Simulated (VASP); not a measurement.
# Sc (P6/mmm) in VASP: notebook

The runs below take Sc through single point, with PBE.

All numbers are computed with VASP 6.6.1; they aren't measurements. Logs are shortened: lines on timing, memory, paths and dates and some standing lists are left out, and cuts for length are marked.

## 1. The cell of the first run

Symmetry: P6/mmm, No. 191, hexagonal system. The conventional cell has a = 5.127 Å, b = 5.127 Å, c = 3.230 Å, α = 90.00°, β = 90.00°, γ = 120.00°. Sc (site symmetry 6/mmm) has 14 Sc at 3.23 to 3.37 Å within 4.2 Å. Within 3.9 Å of Sc (site symmetry -6m2) lie 11 Sc at 2.96 to 3.37 Å.

## 2. Single point, PBE

The input, INCAR:

```
SYSTEM = Sc
ALGO = Normal
EDIFF = 1E-6
ENCUT = 520
GGA = PE
ISIF = 2
ISMEAR = 0
LASPH = .TRUE.
LCHARG = .TRUE.
LELF = .TRUE.
LREAL = .FALSE.
LVHAR = .TRUE.
LWAVE = .FALSE.
NBANDS = 24
NELM = 100
PREC = Accurate
SIGMA = 0.1
```

The input, KPOINTS:

```
k-points
0
G
  6 6 6
  0 0 0
```

The input, POSCAR:

```
Sc
1.0
    5.1265207580      0.0000000000      0.0000000000
   -2.5632603790      4.4396972094      0.0000000000
    0.0000000000      0.0000000000      3.2298777160
Sc
3
Direct
    0.0000000000      0.0000000000      0.0000000000
    0.3333333333      0.6666666667      0.5000000000
    0.6666666667      0.3333333333      0.5000000000
```

Potentials or basis: VASP PAW PBE potentials, release 64 (Sc_sv).

Started as:

```bash
cat potpaw_PBE.64/Sc_sv/POTCAR > POTCAR
mpirun -np 1 vasp_std > vasp.out
```

OUTCAR:

```text
SYSTEM = Sc
   EDIFF = 1E-6
   ENCUT = 520
   GGA = PE
   ISIF = 2
   ISMEAR = 0
   LASPH = .TRUE.
   LREAL = .FALSE.
   NELM = 100
   PREC = Accurate

 ion  position               nearest neighbor table
   1  0.000  0.000  0.000-   2 3.37   3 3.37   2 3.37   3 3.37   2 3.37   2 3.37   3 3.37   3 3.37
                             3 3.37   3 3.37   2 3.37   2 3.37
   2  0.333  0.667  0.500-   3 2.96   3 2.96   3 2.96   1 3.37   1 3.37   1 3.37   1 3.37   1 3.37
                             1 3.37
   3  0.667  0.333  0.500-   2 2.96   2 2.96   2 2.96   1 3.37   1 3.37   1 3.37   1 3.37   1 3.37
                             1 3.37

  LATTYP: Found a hexagonal cell.
 ALAT       =     5.1265207580
 C/A-ratio  =     0.6300330904

  Lattice vectors:

 A1 = (   5.1265207580,   0.0000000000,   0.0000000000)
 A2 = (  -2.5632603790,   4.4396972094,   0.0000000000)
 A3 = (   0.0000000000,   0.0000000000,   3.2298777160)

Analysis of symmetry for initial positions (statically):
=====================================================================
 Subroutine PRICEL returns:
 Original cell was already a primitive cell.

 Routine SETGRP: Setting up the symmetry group for a
 hexagonal supercell.

 Subroutine GETGRP returns: Found 24 space group operations
 (whereof 24 operations were pure point group operations)
 out of a pool of 24 trial point group operations.

The static configuration has the point symmetry D_6h.

Analysis of symmetry for dynamics (positions and initial velocities):
=====================================================================
 Subroutine PRICEL returns:
 Original cell was already a primitive cell.

 Routine SETGRP: Setting up the symmetry group for a
 hexagonal supercell.

 Subroutine GETGRP returns: Found 24 space group operations
 (whereof 24 operations were pure point group operations)
 out of a pool of 24 trial point group operations.

The dynamic configuration has the point symmetry D_6h.

 Subroutine INISYM returns: Found 24 space group operations
 (whereof 24 operations are pure point group operations),
 and found     1 'primitive' translations

----------------------------------------------------------------------------------------

                                     Primitive cell

  volume of cell :      73.5127

  direct lattice vectors                    reciprocal lattice vectors
     5.126520758  0.000000000  0.000000000     0.195064069  0.112620293  0.000000000
    -2.563260379  4.439697209  0.000000000     0.000000000  0.225240586  0.000000000
[... 82 lines left out ...]
   LNONCOLLINEAR =      F non collinear calculations
   LSORBIT =      F    spin-orbit coupling
   LASPH  =      T    aspherical Exc in radial PAW
   ENCUT  =  520.0 eV  38.22 Ry    6.18 a.u.   9.53  9.53  6.01*2*pi/ulx,y,z
   NELM   =    100;   NELMIN=  2; NELMDL= -5     # of ELM steps
   EDIFF  = 0.1E-05   stopping-criterion for ELM
   LREAL  =      F    real-space projection
   EDIFFG = 0.1E-04   stopping-criterion for IOM
   NSW    =      0    number of steps for IOM
   IBRION =     -1    ionic relax: 0-MD 1-quasi-New 2-CG
   NFREE  =      0    steps in history (QN), initial steepest desc. (CG)
   ISIF   =      2    stress and relaxation
   ISYM   =      2    0-nonsym 1-usesym 2-fastsym
   POTIM  = 0.5000    time-step for ionic-motion
   TEBEG  =    0.0;   TEEND  =   0.0 temperature during run
   PSTRESS=    0.0 pullay stress
   NELECT =      33.0000    total number of electrons
   NUPDOWN=      -1.0000    fix difference up-down
   EMIN   =  10.00;   EMAX   =-10.00  energy-range for DOS
   EFERMI =   0.00;   METHOD = LEGACY
   ISMEAR =     0;   SIGMA  =   0.10  broadening in eV -4-tet -1-fermi 0-gaus
   EFERMI_NEDOS =   21; number of points for ismear=-14 and -15
   IALGO  =     38    algorithm
   IMIX   =      4    mixing-type and parameters
     AMIX     =   0.40;   BMIX     =  1.00
     AMIX_MAG =   1.60;   BMIX_MAG =  1.00
  volume/ion in A,a.u.               =      24.50       165.36
  Fermi-wavevector in a.u.,A,eV,Ry     =   1.253503  2.368777 21.378428  1.571270
  Thomas-Fermi vector in A             =   2.387353
   LORBIT       =      0    0 simple, 1 ext, 2 COOP (PROOUT), +10 PAW based schemes
   GGA     = PE    functional components
   LHFCALC =     F    Hartree Fock is set to
   AEXX    =    0.0000 exact exchange contribution
   IVDW    =     0    specifies the selected vdW correction
   LEPSILON=     F    determine dielectric tensor
   LRPA    =     F    only Hartree local field effects (RPA)
 non-spin polarized calculation
 Gauss-broadening in eV      SIGMA  =   0.10
  energy-cutoff  :      520.00
  volume of cell :       73.51
 maximum number of plane-waves:      1994
 NGX is ok and might be reduce to    40
   NGX = 19   NGY = 19   NGZ = 13

 number of electron      33.0000004 magnetization

 Free energy of the ion-electron system (eV)
  ---------------------------------------------------
  ext. energy  EPLUGINS =         0.00000000
  ---------------------------------------------------
  free energy    TOTEN  =       -18.58147534 eV

  energy without entropy =      -18.55290237  energy(sigma->0) =      -18.56718886

 E-fermi :   3.6844     XC(G=0):  -9.8963

 val. band max:        3.6480212147   @ k =   0.0000   0.0000   0.0000
 cond. band min:       3.7166449979   @ k =   0.1667   0.1667   0.0000
 fundamental gap:      0.0686237832
 Fermi energy:         3.6844057504

 k-point     1 :       0.0000    0.0000    0.0000
  band No.  band energies     occupation
      1     -45.7417      2.00000
      2     -45.6710      2.00000
      3     -45.6341      2.00000
      4     -24.4990      2.00000
      5     -24.4990      2.00000
      6     -24.3764      2.00000
[... 637 lines left out ...]
     23       6.5999      0.00000
     24       7.0386      0.00000

 [... further k-points ...]
[... 5 lines left out ...]
  --------------------------------------------------------------------------------------
  -------------------------------------------------------------------------------------
  Total       -0.0045384     -0.0045384      0.0032448      0.0000000      0.0000000     -0.0000000
  in kB       -0.0989132     -0.0989132      0.0707197      0.0000000      0.0000000     -0.0000000
  external PRESSURE =      -0.0423689 kB  Pullay stress =       0.0000000 kB

 VOLUME and BASIS-vectors are now :
 -----------------------------------------------------------------------------
  energy-cutoff  :      520.00
  volume of cell :       73.51
      direct lattice vectors                 reciprocal lattice vectors
     5.126520758  0.000000000  0.000000000     0.195064069  0.112620293  0.000000000
    -2.563260379  4.439697209  0.000000000     0.000000000  0.225240586  0.000000000
     0.000000000  0.000000000  3.229877716     0.000000000  0.000000000  0.309609245

 POSITION                                       TOTAL-FORCE (eV/Angst)
 -----------------------------------------------------------------------------------
      0.00000      0.00000      0.00000         0.000000      0.000000      0.000000
     -0.00000      2.95980      1.61494         0.000000     -0.000000      0.000000
      2.56326      1.47990      1.61494        -0.000000      0.000000     -0.000000
 -----------------------------------------------------------------------------------
    total drift:                               -0.000000      0.000000      0.000000

  FREE ENERGIE OF THE ION-ELECTRON SYSTEM (eV)
  ---------------------------------------------------
  free  energy   TOTEN  =       -18.5814753426 eV

  energy  without entropy=      -18.5529023722  energy(sigma->0) =      -18.56718886
```

stdout:

```text
POSCAR found type information on POSCAR Sc
 POSCAR found :  1 types and       3 ions
 scaLAPACK will be used
 LDA part: xc-table for (Slater+PW92), standard interpolation
 POSCAR, INCAR and KPOINTS ok, starting setup
 FFT: planning ... GRIDC
 FFT: planning ... GRID_SOFT
 FFT: planning ... GRID
 WAVECAR not read
 entering main loop
```

It took 46 s on 1 thread of Intel Xeon Platinum 8259CL at 2.50GHz (Skylake/Cascade Lake), shared host; peak memory 0.19 GiB.

Results:

```
Free energy : -18.5815 eV
Pressure    : 0.0 GPa
```

## 3. Single point, PBE

This run uses another cell than the first one, of 29.06 Å³/atom, 1.186 times its volume.

The input, INCAR:

```
PREC = Accurate ; ENCUT = 520
EDIFF = 1E-6 ; ISMEAR = 0
SIGMA = 0.1 ; LREAL = False
LASPH = True ; NELM = 80
ALGO = Normal ; ISIF = 2
LWAVE = False ; LCHARG = True
GGA = PE ; LELF = True
LVHAR = True ; NBANDS = 24
```

The input, KPOINTS:

```
regular mesh
0
Gamma
  6 6 6
```

The input, POSCAR:

```
Sc
1.0
    5.4761195413      0.0000000000      0.0000000000
   -2.7380597707      4.7424586369      0.0000000000
    0.0000000000      0.0000000000      3.3570993710
Sc
3
Direct
    0.0000000000      0.0000000000      0.0000000000
    0.3333333333      0.6666666667      0.5000000000
    0.6666666667      0.3333333333      0.5000000000
```

Potentials or basis: VASP PAW PBE potentials, release 64 (Sc_sv).

Started as:

```bash
cat potpaw_PBE.64/Sc_sv/POTCAR > POTCAR
mpirun -np 1 vasp_std > vasp.out
```

Wall time 64 s (1 thread of Intel Xeon Platinum 8259CL at 2.50GHz (Skylake/Cascade Lake), shared host); peak memory 0.23 GiB.

Results (log left out):

```
Free energy : -18.2514 eV
Pressure    : -6.7 GPa
```

Stress tensor (GPa, compression positive):
```
-7.25  0.00  0.00
 0.00 -7.25  0.00
 0.00  0.00 -5.72
```

Levels at points of the mesh, in eV from the Fermi level:
| k point | band 15 | band 16 | band 17 | band 18 | band 19 | band 20 |
| --- | --- | --- | --- | --- | --- | --- |
| (0.00, 0.00, 0.00) | -0.13 | -0.13 | -0.11 | -0.11 | 0.38 | 1.22 |
| (0.50, 0.00, 0.00) | -1.42 | 0.33 | 0.43 | 0.48 | 0.52 | 0.83 |
| (0.00, 0.00, 0.50) | -0.61 | -0.61 | -0.37 | -0.37 | 1.32 | 1.32 |
| (0.50, 0.00, 0.50) | -0.50 | -0.31 | -0.08 | -0.02 | 0.59 | 1.10 |
